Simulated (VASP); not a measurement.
# SnSe2 (P-3m1) in VASP: a series of runs

The runs below take SnSe2 through relaxation of cell and atoms, single point, with PBEsol+D4, LDA, RPBE.

All numbers are computed with VASP 6.6.1; they aren't measurements. Logs are shortened: lines on timing, memory, paths and dates and some standing lists are left out, and cuts for length are marked.

**1. The cell of the first run**

It takes space group P-3m1 (No. 164, trigonal). The conventional cell has a = 3.811 Å, b = 3.811 Å, c = 6.136 Å, α = 90.00°, β = 90.00°, γ = 120.00°. Sn (site symmetry -3m) has 6 Se at 2.68 Å within 3.5 Å. Se (site symmetry 3m) has 3 Sn at 2.68 Å within 3.5 Å.

**2. Relaxation of cell and atoms, PBEsol+D4**

INCAR reads:

```
SYSTEM = SnSe2
PREC = Accurate
ENCUT = 600
EDIFF = 1E-6
ISMEAR = -1
SIGMA = 0.05
LREAL = .FALSE.
LASPH = .TRUE.
NELM = 60
ALGO = Normal
ISIF = 3
LWAVE = .FALSE.
LCHARG = .FALSE.
GGA = PS
IVDW = 13
IBRION = 2
NSW = 60
EDIFFG = -0.01
```

KPOINTS reads:

```
regular mesh
0
G
  8 8 5
  0 0 0
```

POSCAR reads:

```
SnSe2
1.0
    3.8110000000      0.0000000000      0.0000000000
   -1.9055000000      3.3004228138      0.0000000000
    0.0000000000      0.0000000000      6.1360000000
Sn Se
1 2
Direct
    0.0000000000      0.0000000000      0.0000000000
    0.6666666667      0.3333333333      0.7510000000
    0.3333333333      0.6666666667      0.2490000000
```

Potentials or basis: VASP PAW PBE potentials, release 64 (Sn_d, Se).

On the command line:

```console
cat potpaw_PBE.64/Sn_d/POTCAR potpaw_PBE.64/Se/POTCAR > POTCAR
mpirun -np 1 vasp_std > vasp.out
```

OUTCAR:

```text
SYSTEM = SnSe2
   PREC = Accurate
   ENCUT = 600
   EDIFF = 1E-6
   ISMEAR = -1
   LREAL = .FALSE.
   LASPH = .TRUE.
   NELM = 60
   ISIF = 3
   GGA = PS
   IVDW = 13
   IBRION = 2
   NSW = 60
   EDIFFG = -0.01

 ion  position               nearest neighbor table
   1  0.000  0.000  0.000-   2 2.68   3 2.68   3 2.68   2 2.68   2 2.68   3 2.68
   2  0.667  0.333  0.751-   1 2.68   1 2.68   1 2.68
   3  0.333  0.667  0.249-   1 2.68   1 2.68   1 2.68

  LATTYP: Found a hexagonal cell.
 ALAT       =     3.8110000000
 C/A-ratio  =     1.6100760955

  Lattice vectors:

 A1 = (   3.8110000000,   0.0000000000,   0.0000000000)
 A2 = (  -1.9055000000,   3.3004228138,   0.0000000000)
 A3 = (   0.0000000000,   0.0000000000,   6.1360000000)

Analysis of symmetry for initial positions (statically):
=====================================================================
 Subroutine PRICEL returns:
 Original cell was already a primitive cell.

 Routine SETGRP: Setting up the symmetry group for a
 hexagonal supercell.

 Subroutine GETGRP returns: Found 12 space group operations
 (whereof 12 operations were pure point group operations)
 out of a pool of 24 trial point group operations.

The static configuration has the point symmetry D_3d.

Analysis of symmetry for dynamics (positions and initial velocities):
=====================================================================
 Subroutine PRICEL returns:
 Original cell was already a primitive cell.

 Routine SETGRP: Setting up the symmetry group for a
 hexagonal supercell.

 Subroutine GETGRP returns: Found 12 space group operations
 (whereof 12 operations were pure point group operations)
 out of a pool of 24 trial point group operations.

The dynamic configuration has the point symmetry D_3d.

 Subroutine INISYM returns: Found 12 space group operations
 (whereof 12 operations are pure point group operations),
 and found     1 'primitive' translations

----------------------------------------------------------------------------------------

                                     Primitive cell

  volume of cell :      77.1781

  direct lattice vectors                    reciprocal lattice vectors
     3.811000000  0.000000000  0.000000000     0.262398321  0.151495741  0.000000000
    -1.905500000  3.300422814  0.000000000     0.000000000  0.302991482  0.000000000
     0.000000000  0.000000000  6.136000000     0.000000000  0.000000000  0.162972621

  length of vectors
     3.811000000  3.811000000  6.136000000     0.302991482  0.302991482  0.162972621

  position of ions in fractional coordinates (direct lattice)
     0.000000000  0.000000000  0.000000000
     0.666666667  0.333333333  0.751000000
     0.333333333  0.666666667  0.249000000

  ion indices of the primitive-cell ions
   primitive index   ion index
                 1           1
                 2           2
                 3           3

----------------------------------------------------------------------------------------

 KPOINTS: regular mesh

Automatic generation of k-mesh.
 Grid dimensions read from file:
 generate k-points for:    8    8    5

 Generating k-lattice:

  Cartesian coordinates                     Fractional coordinates (reciprocal lattice)
     0.032799790  0.018936968  0.000000000     0.125000000  0.000000000  0.000000000
     0.000000000  0.037873935  0.000000000     0.000000000  0.125000000  0.000000000
     0.000000000  0.000000000  0.032594524     0.000000000  0.000000000  0.200000000

  Length of vectors
     0.037873935  0.037873935  0.032594524

  Shift w.r.t. Gamma in fractional coordinates (k-lattice)
     0.000000000  0.000000000  0.000000000

 Subroutine IBZKPT returns following result:
 ===========================================

 Found     40 irreducible k-points:

 Following reciprocal coordinates:
            Coordinates               Weight
  0.000000  0.000000  0.000000      1.000000
  0.125000  0.000000  0.000000      6.000000
  0.250000  0.000000  0.000000      6.000000
  0.375000  0.000000  0.000000      6.000000
  0.500000  0.000000  0.000000      3.000000
  0.125000  0.125000  0.000000      6.000000
[... 16 lines left out ...]
 -0.125000  0.500000  0.200000     12.000000
  0.250000  0.250000  0.200000     12.000000
 [... further k-points ...]
   k-points           NKPTS =     40   k-points in BZ     NKDIM =     40   number of bands    NBANDS=     17
   number of dos      NEDOS =    301   number of ions     NIONS =      3
   total plane-waves  NPLWV =  45000
   dimension x,y,z NGX =    30 NGY =   30 NGZ =   50
   dimension x,y,z NGXF=    60 NGYF=   60 NGZF=  100
   ions per type =               1   2
   NGX,Y,Z   is equivalent  to a cutoff of  13.09, 13.09, 13.55 a.u.
   NGXF,Y,Z  is equivalent  to a cutoff of  26.17, 26.17, 27.09 a.u.
 SYSTEM =  SnSe2
   PREC   = accura    normal or accurate (medium, high low for compatibility)
   ISTART =      0    job   : 0-new  1-cont  2-samecut
   ICHARG =      2    charge: 1-file 2-atom 10-const
   ISPIN  =      1    spin polarized calculation?
   LNONCOLLINEAR =      F non collinear calculations
   LSORBIT =      F    spin-orbit coupling
   LASPH  =      T    aspherical Exc in radial PAW
   ENCUT  =  600.0 eV  44.10 Ry    6.64 a.u.   7.61  7.61 12.26*2*pi/ulx,y,z
   NELM   =     60;   NELMIN=  2; NELMDL= -5     # of ELM steps
   EDIFF  = 0.1E-05   stopping-criterion for ELM
   LREAL  =      F    real-space projection
   EDIFFG = -.1E-01   stopping-criterion for IOM
   NSW    =     60    number of steps for IOM
   IBRION =      2    ionic relax: 0-MD 1-quasi-New 2-CG
   NFREE  =      1    steps in history (QN), initial steepest desc. (CG)
   ISIF   =      3    stress and relaxation
   ISYM   =      2    0-nonsym 1-usesym 2-fastsym
   POTIM  = 0.5000    time-step for ionic-motion
   TEBEG  =    0.0;   TEEND  =   0.0 temperature during run
   PSTRESS=    0.0 pullay stress
   NELECT =      26.0000    total number of electrons
   NUPDOWN=      -1.0000    fix difference up-down
   EMIN   =  10.00;   EMAX   =-10.00  energy-range for DOS
   EFERMI =   0.00;   METHOD = LEGACY
   ISMEAR =    -1;   SIGMA  =   0.05  broadening in eV -4-tet -1-fermi 0-gaus
   EFERMI_NEDOS =   21; number of points for ismear=-14 and -15
   IALGO  =     38    algorithm
   IMIX   =      4    mixing-type and parameters
     AMIX     =   0.40;   BMIX     =  1.00
     AMIX_MAG =   1.60;   BMIX_MAG =  1.00
  volume/ion in A,a.u.               =      25.73       173.61
  Fermi-wavevector in a.u.,A,eV,Ry     =   1.139116  2.152617 17.654722  1.297585
  Thomas-Fermi vector in A             =   2.275820
   LORBIT       =      0    0 simple, 1 ext, 2 COOP (PROOUT), +10 PAW based schemes
   GGA     = PS    functional components
   LHFCALC =     F    Hartree Fock is set to
   AEXX    =    0.0000 exact exchange contribution
   IVDW    =    13    specifies the selected vdW correction
   LEPSILON=     F    determine dielectric tensor
   LRPA    =     F    only Hartree local field effects (RPA)
 conjugate gradient relaxation of ions
 non-spin polarized calculation
  energy-cutoff  :      600.00
  volume of cell :       77.18
 maximum number of plane-waves:      2605
   NGX = 15   NGY = 15   NGZ = 25

--------------------------------------- Ionic step        1  -------------------------------------------

 number of electron      25.9999991 magnetization

 Free energy of the ion-electron system (eV)
  ---------------------------------------------------
  ext. energy  EPLUGINS =         0.00000000
  ---------------------------------------------------
  free energy    TOTEN  =       -12.94338692 eV

  energy without entropy =      -12.94334826  energy(sigma->0) =      -12.94336759

------------------------ aborting loop because EDIFF is reached ----------------------------------------

  DFT-D4 for vdW energy calculation

  Edisp (eV):   -0.67975
[... 32 lines left out ...]
--------------------------------------- Ionic step        2  -------------------------------------------

 number of electron      26.0000002 magnetization

 E-fermi :   4.0668     XC(G=0):  -9.5280

 val. band max:        3.7450680026   @ k =   0.1250   0.0000   0.2000
 cond. band min:       4.3398502647   @ k =   0.5000   0.0000   0.4000
 fundamental gap:      0.5947822620
 Fermi energy:         4.0667951157

 k-point     1 :       0.0000    0.0000    0.0000
  band No.  band energies     occupation
      1     -17.3630      2.00000
      2     -17.3630      2.00000
      3     -17.3271      2.00000
      4     -17.3151      2.00000
      5     -17.3151      2.00000
      6      -9.9863      2.00000
[... 457 lines left out ...]
      4     -17.3116      2.00000
      5     -17.2936      2.00000
      6      -8.4823      2.00000
[... 9 lines left out ...]
     16       9.4866      0.00000
     17      10.1672      0.00000

 [... further k-points ...]

------------------------ aborting loop because EDIFF is reached ----------------------------------------

  DFT-D4 for vdW energy calculation

  Edisp (eV):   -0.66095
[... 67 lines left out ...]
  FREE ENERGIE OF THE ION-ELECTRON SYSTEM (eV)
  ---------------------------------------------------
  free  energy   TOTEN  =       -13.6453667231 eV

  energy  without entropy=      -13.6452841689  energy(sigma->0) =      -13.64532545

 E-fermi :   5.3983     XC(G=0): -10.0902

 val. band max:        5.2531886936   @ k =   0.1250   0.0000   0.0000
 cond. band min:       5.5417155293   @ k =   0.0000   0.3750   0.4000
 fundamental gap:      0.2885268357
 Fermi energy:         5.3983129694

 k-point     1 :       0.0000    0.0000    0.0000
  band No.  band energies     occupation
      1     -16.2612      2.00000
      2     -16.2612      2.00000
      3     -16.2211      2.00000
      4     -16.2054      2.00000
      5     -16.2054      2.00000
      6      -9.2954      2.00000
[... 457 lines left out ...]
      4     -16.2008      2.00000
      5     -16.1809      2.00000
      6      -7.6059      2.00000
[... 9 lines left out ...]
     16      10.8399      0.00000
     17      11.6541      0.00000

 [... further k-points ...]

[... ionic steps 4 to 9 ...]

--------------------------------------- Ionic step       10  -------------------------------------------

 number of electron      26.0000002 magnetization

------------------------ aborting loop because EDIFF is reached ----------------------------------------
[... 77 lines left out ...]
--------------------------------------- Ionic step       12  -------------------------------------------

 number of electron      25.9999998 magnetization

 Free energy of the ion-electron system (eV)
  ---------------------------------------------------
  ext. energy  EPLUGINS =         0.00000000
  ---------------------------------------------------
  free energy    TOTEN  =       -12.96341775 eV

  energy without entropy =      -12.96261738  energy(sigma->0) =      -12.96301757

 E-fermi :   5.0553     XC(G=0):  -9.9702

 val. band max:        4.8951596055   @ k =   0.1250   0.0000   0.0000
 cond. band min:       5.2136680317   @ k =   0.0000   0.3750   0.4000
 fundamental gap:      0.3185084262
 Fermi energy:         5.0552656681

 k-point     1 :       0.0000    0.0000    0.0000
  band No.  band energies     occupation
      1     -16.5259      2.00000
      2     -16.5259      2.00000
      3     -16.4886      2.00000
      4     -16.4746      2.00000
      5     -16.4746      2.00000
      6      -9.4064      2.00000
[... 457 lines left out ...]
      4     -16.4706      2.00000
      5     -16.4517      2.00000
      6      -7.7886      2.00000
[... 9 lines left out ...]
     16      10.4431      0.00000
     17      11.3019      0.00000

 [... further k-points ...]

------------------------ aborting loop because EDIFF is reached ----------------------------------------

  DFT-D4 for vdW energy calculation

  Edisp (eV):   -0.71588
[... 26 lines left out ...]
  FREE ENERGIE OF THE ION-ELECTRON SYSTEM (eV)
  ---------------------------------------------------
  free  energy   TOTEN  =       -13.6792968718 eV

  energy  without entropy=      -13.6784964984  energy(sigma->0) =      -13.67889669

 reached required accuracy - stopping structural energy minimisation
```

Run time: 4.8 min. Hardware: 1 thread of Intel Xeon 6975P-C (Granite Rapids), shared host; peak memory 0.25 GiB.

Results:

```
Free energy                            : -13.6793 eV
Relaxed volume                         : 24.47 Å³/atom
Relaxed cell                           : a = 3.805 Å, b = 3.805 Å, c = 5.855 Å, α = 90.00°, β = 90.00°, γ = 120.00°
Space group after relaxing (to 0.05 Å) : P-3m1 (No. 164)
Energy gained by relaxing              : 18.7 meV/atom
Ionic steps                            : 12
Pressure after relaxing                : 0.0 GPa
Largest force after relaxing           : 0.004 eV/Å
Band gap on the k mesh                 : 0.32 eV, indirect (least direct gap 0.72 eV)
Dispersion energy per atom             : -0.239 eV
```

Forces in eV/Å, atoms in the order of the input:
```
Sn   0.000  0.000  0.000
Se   0.000  0.000 -0.004
Se   0.000  0.000  0.004
```

Step by step:
```tsv
step	energy change (eV)	largest force (eV/Å)	pressure (GPa)	volume (Å³)
1	0.0000	0.6317	1.29	77.18
2	-0.0177	0.0238	-1.85	79.51
3	-0.0222	0.1719	-0.94	78.77
4	-0.0318	0.1196	-0.48	77.62
5	-0.0339	0.0757	-0.05	76.71
6	-0.0383	0.0914	0.06	76.20
7	-0.0479	0.1372	0.51	74.66
8	-0.0454	0.2221	1.90	71.57
9	-0.0506	0.1890	1.12	73.27
10	-0.0528	0.1458	0.86	73.30
11	-0.0561	0.0237	0.14	73.41
12	-0.0562	0.0040	0.01	73.42
```

Final structure:
```cif
data_structure
_symmetry_space_group_name_H-M 'P 1'
_symmetry_Int_Tables_number 1
_cell_length_a 3.8053
_cell_length_b 3.8053
_cell_length_c 5.8550
_cell_angle_alpha 90.000
_cell_angle_beta 90.000
_cell_angle_gamma 120.000
_cell_volume 73.42
loop_
_atom_site_label
_atom_site_type_symbol
_atom_site_fract_x
_atom_site_fract_y
_atom_site_fract_z
_atom_site_occupancy
Sn1 Sn 0.00000 0.00000 0.00000 1
Se1 Se 0.66667 0.33333 0.72910 1
Se2 Se 0.33333 0.66667 0.27090 1
```

Levels at points of the mesh, in eV from the valence-band top:
| k point | band 10 | band 11 | band 12 | band 13 | band 14 | band 15 | band 16 | band 17 |
| --- | --- | --- | --- | --- | --- | --- | --- | --- |
| (0.00, 0.00, 0.00) | -0.83 | -0.72 | -0.72 | -0.11 | 0.61 | 2.75 | 4.41 | 4.41 |
| (0.50, 0.00, 0.00) | -3.60 | -2.92 | -2.03 | -0.44 | 1.10 | 3.31 | 4.64 | 4.68 |

Caveat: the PAW data sets were made with another functional, which shifts forces and pressure a little; spin-orbit coupling is left out, which moves the levels of the heavy elements. A k mesh can miss the band edges.

**3. Single point, LDA**

This run uses another cell than the first one, of 24.57 Å³/atom, 0.955 times its volume.

INCAR reads:

```
  ALGO = Normal
  EDIFF = 1E-7
  ENCUT = 520
  GGA = CA
  ISIF = 2
  ISMEAR = -1
  LASPH = T
  LCHARG = T
  LELF = T
  LREAL = F
  LVHAR = T
  LWAVE = F
  NBANDS = 20
  NELM = 80
  PREC = Accurate
  SIGMA = 0.05
```

KPOINTS reads:

```
k-points
0
Gamma
  8 8 5
```

POSCAR reads:

```
SnSe2
1.0
    3.8012663529      0.0000000000      0.0000000000
   -1.9006331765      3.2919932282      0.0000000000
    0.0000000000      0.0000000000      5.8902209163
Sn Se
1 2
Direct
    0.0000000000      0.0000000000      0.0000000000
    0.6666666667      0.3333333333      0.7324831193
    0.3333333333      0.6666666667      0.2675168807
```

Potentials or basis: VASP PAW LDA potentials, release 64 (Sn_d, Se).

On the command line:

```console
cat potpaw_LDA.64/Sn_d/POTCAR potpaw_LDA.64/Se/POTCAR > POTCAR
mpirun -np 1 vasp_std > vasp.out
```

Wall time 22 s (1 thread of Intel Xeon 6975P-C (Granite Rapids), shared host); peak memory 0.19 GiB.

Results (log left out):

```
Free energy            : -13.7921 eV
Pressure               : 0.2 GPa
Largest force          : 0.028 eV/Å
Band gap on the k mesh : 0.36 eV, indirect (least direct gap 0.69 eV)
```

Forces in eV/Å, atoms in the order of the input:
```
Sn   0.000  0.000  0.000
Se   0.000  0.000 -0.028
Se   0.000  0.000  0.028
```

Levels at points of the mesh, in eV from the valence-band top:
| k point | band 9 | band 10 | band 11 | band 12 | band 13 | band 14 | band 15 | band 16 | band 17 | band 18 |
| --- | --- | --- | --- | --- | --- | --- | --- | --- | --- | --- |
| (0.00, 0.00, 0.00) | -0.82 | -0.82 | -0.65 | -0.65 | -0.09 | 0.60 | 2.73 | 4.40 | 4.40 | 8.06 |
| (0.50, 0.00, 0.00) | -4.59 | -3.50 | -2.88 | -1.92 | -0.42 | 1.07 | 3.33 | 4.76 | 4.76 | 6.94 |

Caveat: spin-orbit coupling is left out, which moves the levels of the heavy elements.

**4. Single point, RPBE**

This run uses another cell than the first one, of 35.91 Å³/atom, 1.396 times its volume.

INCAR reads:

```
PREC = Accurate
ENCUT = 520
EDIFF = 1E-6
ISMEAR = -1
SIGMA = 0.05
LREAL = False
LASPH = True
NELM = 60
ALGO = Normal
ISIF = 2
LWAVE = False
LCHARG = False
GGA = RP
NBANDS = 20
```

KPOINTS reads:

```
regular mesh
0
Gamma
  8 8 5
```

POSCAR reads:

```
SnSe2
1.0
    3.9144633569      0.0000000000      0.0000000000
   -1.9572316784      3.3900247092      0.0000000000
    0.0000000000      0.0000000000      8.1171875247
Sn Se
1 2
Direct
    0.0000000000      0.0000000000      0.0000000000
    0.6666666667      0.3333333333      0.8033073357
    0.3333333333      0.6666666667      0.1966926643
```

Potentials or basis: VASP PAW PBE potentials, release 64 (Sn_d, Se).

On the command line:

```console
cat potpaw_PBE.64/Sn_d/POTCAR potpaw_PBE.64/Se/POTCAR > POTCAR
mpirun -np 1 vasp_std > vasp.out
```

It took 40 s on 1 thread of Intel Xeon 6975P-C (Granite Rapids), shared host; peak memory 0.26 GiB.

Results (log left out):

```
Free energy            : -10.9834 eV
Pressure               : 0.0 GPa
Largest force          : 0.008 eV/Å
Band gap on the k mesh : 0.83 eV, indirect (least direct gap 1.12 eV)
```

Forces on the atoms (eV/Å):
```
Sn   0.000  0.000  0.000
Se   0.000  0.000 -0.008
Se   0.000  0.000  0.008
```

Levels at points of the mesh, in eV from the valence-band top:
```
           k point  band 9  band 10  band 11  band 12  band 13  band 14  band 15  band 16  band 17  band 18
(0.00, 0.00, 0.00)   -0.75    -0.45    -0.45    -0.10    -0.10     1.31     3.11     4.56     4.56     6.24
(0.50, 0.00, 0.00)   -4.01    -2.09    -2.08    -0.58    -0.28     0.88     4.09     5.69     5.86     5.89
```

Caveat: the PAW data sets were made with another functional, which shifts forces and pressure a little; spin-orbit coupling is left out, which moves the levels of the heavy elements; this functional lacks dispersion, which binds the layers, so the pressure and a relaxed spacing across them are unreliable. A k mesh can miss the band edges.

**5. Summary**

| task | level | potentials or basis | cell | cutoff (eV) | gap on the mesh (eV) | pressure (GPa) | largest force (eV/Å) |
| --- | --- | --- | --- | --- | --- | --- | --- |
| relaxation of cell and atoms | PBEsol+D4 | VASP PAW PBE potentials, release 64 (Sn_d, Se) | relaxed from a = 3.811, b = 3.811, c = 6.136 Å, angles 90.0, 90.0, 120.0°, 3 atoms | 600 | 0.32 | 0.0 | - |
| single point | LDA | VASP PAW LDA potentials, release 64 (Sn_d, Se) | a = 3.801, b = 3.801, c = 5.890 Å, angles 90.0, 90.0, 120.0°, 3 atoms | 520 | 0.36 | 0.2 | 0.03 |
| single point | RPBE | VASP PAW PBE potentials, release 64 (Sn_d, Se) | a = 3.914, b = 3.914, c = 8.117 Å, angles 90.0, 90.0, 120.0°, 3 atoms | 520 | 0.83 | 0.0 | 0.01 |

Alike in all rows: no spin polarisation; k mesh 8 × 8 × 5; smearing fermi-dirac 0.05 eV.

Caveats: spin-orbit coupling is left out, which moves the levels of the heavy elements; the PAW data sets were made with another functional, which shifts forces and pressure a little (some runs); this functional lacks dispersion, which binds the layers, so the pressure and a relaxed spacing across them are unreliable (some runs).

Total energies depend on the potentials used, so only differences within one code and one set of settings carry meaning.
